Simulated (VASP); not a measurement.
# C (Fmmm) in VASP: notebook, part 2 of 2

VASP 6.6.1. Earlier steps stand in the parts before.

### Step 3. Single point, PBE (equal xx and yy strain of +3 %)

File INCAR:

```
SYSTEM = C
PREC = Accurate
ENCUT = 520
EDIFF = 1E-6
ISMEAR = -1
SIGMA = 0.05
LREAL = .FALSE.
LASPH = .TRUE.
NELM = 80
ALGO = Normal
ISIF = 2
LWAVE = .FALSE.
LCHARG = .TRUE.
GGA = PE
LELF = .TRUE.
LVHAR = .TRUE.
NBANDS = 11
```

File KPOINTS:

```
regular mesh
0
G
  18 18 18
  0 0 0
```

File POSCAR:

```
C
1.0
    0.0000000000      2.1908100000      3.3480000000
    1.2648400000      0.0000000000      3.3480000000
    1.2648400000      2.1908100000      0.0000000000
C
2
Direct
    0.1666700000      0.8333300000      0.1666700000
    0.8333300000      0.1666700000      0.8333300000
```

Potentials or basis: VASP PAW PBE potentials, release 64 (C).

Launch:

```
cat potpaw_PBE.64/C/POTCAR > POTCAR
mpirun -np 1 vasp_std > vasp.out
```

OUTCAR:

```text
SYSTEM = C
   PREC = Accurate
   ENCUT = 520
   EDIFF = 1E-6
   ISMEAR = -1
   LREAL = .FALSE.
   LASPH = .TRUE.
   NELM = 80
   ISIF = 2
   GGA = PE

 ion  position               nearest neighbor table
   1  0.167  0.833  0.167-   2 1.46   2 1.46   2 1.46
   2  0.833  0.167  0.833-   1 1.46   1 1.46   1 1.46

  LATTYP: Found a face centered orthorhombic cell.
 ALAT       =     2.5296800000
 B/A-ratio  =     1.7320846906
 C/A-ratio  =     2.6469751115

  Lattice vectors:

 A1 = (   0.0000000000,   2.1908100000,   3.3480000000)
 A2 = (   1.2648400000,   0.0000000000,   3.3480000000)
 A3 = (   1.2648400000,   2.1908100000,   0.0000000000)

Analysis of symmetry for initial positions (statically):
=====================================================================
 Subroutine PRICEL returns:
 Original cell was already a primitive cell.

 Routine SETGRP: Setting up the symmetry group for a
 face centered orthorhombic supercell.

 Subroutine GETGRP returns: Found  8 space group operations
 (whereof  8 operations were pure point group operations)
 out of a pool of  8 trial point group operations.

The static configuration has the point symmetry D_2h.

Analysis of symmetry for dynamics (positions and initial velocities):
=====================================================================
 Subroutine PRICEL returns:
 Original cell was already a primitive cell.

 Routine SETGRP: Setting up the symmetry group for a
 face centered orthorhombic supercell.

 Subroutine GETGRP returns: Found  8 space group operations
 (whereof  8 operations were pure point group operations)
 out of a pool of  8 trial point group operations.

The dynamic configuration has the point symmetry D_2h.

 Subroutine INISYM returns: Found  8 space group operations
 (whereof  8 operations are pure point group operations),
 and found     1 'primitive' translations

----------------------------------------------------------------------------------------

                                     Primitive cell

  volume of cell :      18.5548

  direct lattice vectors                    reciprocal lattice vectors
     0.000000000  2.190810000  3.348000000    -0.395306916  0.228226090  0.149342891
     1.264840000  0.000000000  3.348000000     0.395306916 -0.228226090  0.149342891
     1.264840000  2.190810000  0.000000000     0.395306916  0.228226090 -0.149342891

  length of vectors
     4.001093907  3.578955745  2.529717115     0.480268680  0.480268680  0.480268680

  position of ions in fractional coordinates (direct lattice)
     0.166670000  0.833330000  0.166670000
     0.833330000  0.166670000  0.833330000

  ion indices of the primitive-cell ions
   primitive index   ion index
                 1           1
                 2           2

----------------------------------------------------------------------------------------

 KPOINTS: regular mesh

Automatic generation of k-mesh.
 Grid dimensions read from file:
 generate k-points for:   18   18   18

 Generating k-lattice:

  Cartesian coordinates                     Fractional coordinates (reciprocal lattice)
    -0.021961495  0.012679227  0.008296827     0.055555556  0.000000000  0.000000000
     0.021961495 -0.012679227  0.008296827     0.000000000  0.055555556  0.000000000
     0.021961495  0.012679227 -0.008296827    -0.000000000 -0.000000000  0.055555556

  Length of vectors
     0.026681593  0.026681593  0.026681593

  Shift w.r.t. Gamma in fractional coordinates (k-lattice)
     0.000000000  0.000000000  0.000000000

 Subroutine IBZKPT returns following result:
 ===========================================

 Found    865 irreducible k-points:

 Following reciprocal coordinates:
            Coordinates               Weight
  0.000000  0.000000  0.000000      1.000000
  0.055556  0.000000  0.000000      8.000000
  0.111111  0.000000  0.000000      8.000000
  0.166667  0.000000 -0.000000      8.000000
  0.222222  0.000000  0.000000      8.000000
  0.277778 -0.000000 -0.000000      8.000000
[... 16 lines left out ...]
 -0.277778  0.055556  0.000000      8.000000
 -0.222222  0.055556  0.000000      8.000000
 [... further k-points ...]
   k-points           NKPTS =    865   k-points in BZ     NKDIM =    865   number of bands    NBANDS=     11
   number of dos      NEDOS =    301   number of ions     NIONS =      2
   total plane-waves  NPLWV =  16800
   dimension x,y,z NGX =    30 NGY =   28 NGZ =   20
   dimension x,y,z NGXF=    60 NGYF=   56 NGZF=   40
   ions per type =               2
   NGX,Y,Z   is equivalent  to a cutoff of  12.47, 13.01, 13.14 a.u.
   NGXF,Y,Z  is equivalent  to a cutoff of  24.93, 26.01, 26.29 a.u.
 SYSTEM =  C
   PREC   = accura    normal or accurate (medium, high low for compatibility)
   ISTART =      0    job   : 0-new  1-cont  2-samecut
   ICHARG =      2    charge: 1-file 2-atom 10-const
   ISPIN  =      1    spin polarized calculation?
   LNONCOLLINEAR =      F non collinear calculations
   LSORBIT =      F    spin-orbit coupling
   LASPH  =      T    aspherical Exc in radial PAW
   ENCUT  =  520.0 eV  38.22 Ry    6.18 a.u.   7.44  6.65  4.70*2*pi/ulx,y,z
   NELM   =     80;   NELMIN=  2; NELMDL= -5     # of ELM steps
   EDIFF  = 0.1E-05   stopping-criterion for ELM
   LREAL  =      F    real-space projection
   EDIFFG = 0.1E-04   stopping-criterion for IOM
   NSW    =      0    number of steps for IOM
   IBRION =     -1    ionic relax: 0-MD 1-quasi-New 2-CG
   NFREE  =      0    steps in history (QN), initial steepest desc. (CG)
   ISIF   =      2    stress and relaxation
   ISYM   =      2    0-nonsym 1-usesym 2-fastsym
   POTIM  = 0.5000    time-step for ionic-motion
   TEBEG  =    0.0;   TEEND  =   0.0 temperature during run
   PSTRESS=    0.0 pullay stress
   NELECT =       8.0000    total number of electrons
   NUPDOWN=      -1.0000    fix difference up-down
   EMIN   =  10.00;   EMAX   =-10.00  energy-range for DOS
   EFERMI =   0.00;   METHOD = LEGACY
   ISMEAR =    -1;   SIGMA  =   0.05  broadening in eV -4-tet -1-fermi 0-gaus
   EFERMI_NEDOS =   21; number of points for ismear=-14 and -15
   IALGO  =     38    algorithm
   IMIX   =      4    mixing-type and parameters
     AMIX     =   0.40;   BMIX     =  1.00
     AMIX_MAG =   1.60;   BMIX_MAG =  1.00
  volume/ion in A,a.u.               =       9.28        62.61
  Fermi-wavevector in a.u.,A,eV,Ry     =   1.236762  2.337142 20.811213  1.529581
  Thomas-Fermi vector in A             =   2.371357
   LORBIT       =      0    0 simple, 1 ext, 2 COOP (PROOUT), +10 PAW based schemes
   GGA     = PE    functional components
   LHFCALC =     F    Hartree Fock is set to
   AEXX    =    0.0000 exact exchange contribution
   IVDW    =     0    specifies the selected vdW correction
   LEPSILON=     F    determine dielectric tensor
   LRPA    =     F    only Hartree local field effects (RPA)
 non-spin polarized calculation
  energy-cutoff  :      520.00
  volume of cell :       18.55
 maximum number of plane-waves:       520
 NGX is ok and might be reduce to    30
   NGX = 15   NGY = 13   NGZ =  9

 number of electron       8.0000000 magnetization

 Free energy of the ion-electron system (eV)
  ---------------------------------------------------
  ext. energy  EPLUGINS =         0.00000000
  ---------------------------------------------------
  free energy    TOTEN  =       -18.33650732 eV

  energy without entropy =      -18.33627890  energy(sigma->0) =      -18.33639311

 E-fermi :   4.2436     XC(G=0): -10.1783

 val. band max:        4.2011238484   @ k =  -0.2778   0.0556   0.3333
 cond. band min:       4.2826884797   @ k =  -0.2222   0.1111   0.3333
 fundamental gap:      0.0815646312
 Fermi energy:         4.2436006865

 k-point     1 :       0.0000    0.0000    0.0000
  band No.  band energies     occupation
      1     -14.8050      2.00000
      2      -1.7537      2.00000
      3       1.2030      2.00000
      4       1.2324      2.00000
      5       8.8426      0.00000
      6      12.0701      0.00000
      7      12.1511      0.00000
      8      14.7095      0.00000
      9      15.1489      0.00000
     10      25.9183      0.00000
     11      29.4544      0.00000
[... 309 lines left out ...]
 k-point    24 :      -0.2222    0.0556    0.0000
  band No.  band energies     occupation
      1     -13.0471      2.00000
      2      -3.6816      2.00000
      3      -0.9048      2.00000
      4      -0.0336      2.00000
      5       9.9456      0.00000
      6      11.1840      0.00000
      7      11.6334      0.00000
      8      17.6651      0.00000
      9      18.9396      0.00000
     10      21.9376      0.00000
     11      26.6819      0.00000

 [... further k-points ...]
[... 5 lines left out ...]
  --------------------------------------------------------------------------------------
  -------------------------------------------------------------------------------------
  Total       -3.1989578     -3.2619668      0.4490150      0.0000000      0.0000000      0.0000000
  in kB     -276.2252278   -281.6659653     38.7717756      0.0000000      0.0000000      0.0000000
  external PRESSURE =    -173.0398058 kB  Pullay stress =       0.0000000 kB

 VOLUME and BASIS-vectors are now :
 -----------------------------------------------------------------------------
  energy-cutoff  :      520.00
  volume of cell :       18.55
      direct lattice vectors                 reciprocal lattice vectors
     0.000000000  2.190810000  3.348000000    -0.395306916  0.228226090  0.149342891
     1.264840000  0.000000000  3.348000000     0.395306916 -0.228226090  0.149342891
     1.264840000  2.190810000  0.000000000     0.395306916  0.228226090 -0.149342891

 POSITION                                       TOTAL-FORCE (eV/Angst)
 -----------------------------------------------------------------------------------
      1.26484      0.73028      3.34800         0.000000      0.003610      0.000000
      1.26484      3.65134      3.34800         0.000000     -0.003610      0.000000
 -----------------------------------------------------------------------------------
    total drift:                               -0.000000     -0.000000     -0.000000

  FREE ENERGIE OF THE ION-ELECTRON SYSTEM (eV)
  ---------------------------------------------------
  free  energy   TOTEN  =       -18.3365073243 eV

  energy  without entropy=      -18.3362789028  energy(sigma->0) =      -18.33639311
```

OSZICAR:

```text
N       E                     dE             d eps       ncg     rms          rms(c)
DAV:   1     0.313165436644E+00    0.31317E+00   -0.40512E+03 19372   0.645E+02
DAV:   2    -0.187845332247E+02   -0.19098E+02   -0.18275E+02 25031   0.116E+02
DAV:   3    -0.192518549457E+02   -0.46732E+00   -0.46620E+00 23903   0.145E+01
DAV:   4    -0.192536519847E+02   -0.17970E-02   -0.17968E-02 22227   0.110E+00
DAV:   5    -0.192536589757E+02   -0.69910E-05   -0.69908E-05 23944   0.619E-02    0.571E+00
DAV:   6    -0.185565811768E+02    0.69708E+00   -0.58746E-01 21904   0.438E+00    0.333E+00
DAV:   7    -0.183339588075E+02    0.22262E+00   -0.68159E-01 22582   0.474E+00    0.881E-01
DAV:   8    -0.183365522159E+02   -0.25934E-02   -0.14252E-02 21207   0.757E-01    0.933E-02
DAV:   9    -0.183364410903E+02    0.11113E-03   -0.39672E-04 23234   0.125E-01    0.427E-02
DAV:  10    -0.183365080853E+02   -0.66995E-04   -0.96414E-05 21164   0.669E-02    0.211E-02
DAV:  11    -0.183365073243E+02    0.76106E-06   -0.41986E-06 23341   0.116E-02
   1 F= -.18336507E+02 E0= -.18336393E+02  d E =-.228421E-03
```

stdout:

```text
POSCAR found type information on POSCAR C
 POSCAR found :  1 types and       2 ions
 scaLAPACK will be used
 LDA part: xc-table for (Slater+PW92), standard interpolation
 POSCAR, INCAR and KPOINTS ok, starting setup
 FFT: planning ... GRIDC
 FFT: planning ... GRID_SOFT
 FFT: planning ... GRID
 WAVECAR not read
 entering main loop
```

Run time: 2.5 min. Hardware: 1 thread of Intel Xeon 6975P-C, shared host; peak memory 0.25 GiB.

What came out:

```
Free energy            : -18.3365 eV
Pressure               : -17.3 GPa
Largest force          : 0.004 eV/Å
Band gap on the k mesh : 0.08 eV, indirect (least direct gap 0.16 eV)
```

Forces on the atoms (eV/Å):
```
C    0.000  0.004  0.000
C    0.000 -0.004  0.000
```

Levels at points of the mesh, in eV from the valence-band top:
| k point | band 1 | band 2 | band 3 | band 4 | band 5 | band 6 | band 7 | band 8 |
| --- | --- | --- | --- | --- | --- | --- | --- | --- |
| (0.00, 0.00, 0.00) | -19.01 | -5.95 | -3.00 | -2.97 | 4.64 | 7.87 | 7.95 | 10.51 |
| (0.50, 0.00, 0.00) | -13.94 | -12.69 | -6.13 | -2.17 | 1.65 | 6.69 | 12.32 | 13.64 |
| (0.50, 0.50, 0.00) | -18.69 | -8.00 | -3.01 | -2.98 | 7.83 | 7.91 | 10.66 | 10.81 |
| (0.50, 0.00, 0.50) | -14.06 | -12.79 | -6.10 | -1.37 | 2.48 | 6.90 | 11.13 | 11.41 |
| (0.00, 0.50, 0.50) | -13.82 | -12.60 | -6.17 | -2.88 | 0.97 | 6.50 | 13.48 | 17.40 |

Caveat: the cell differs from its parent crystal (equal xx and yy strain of +3 %).
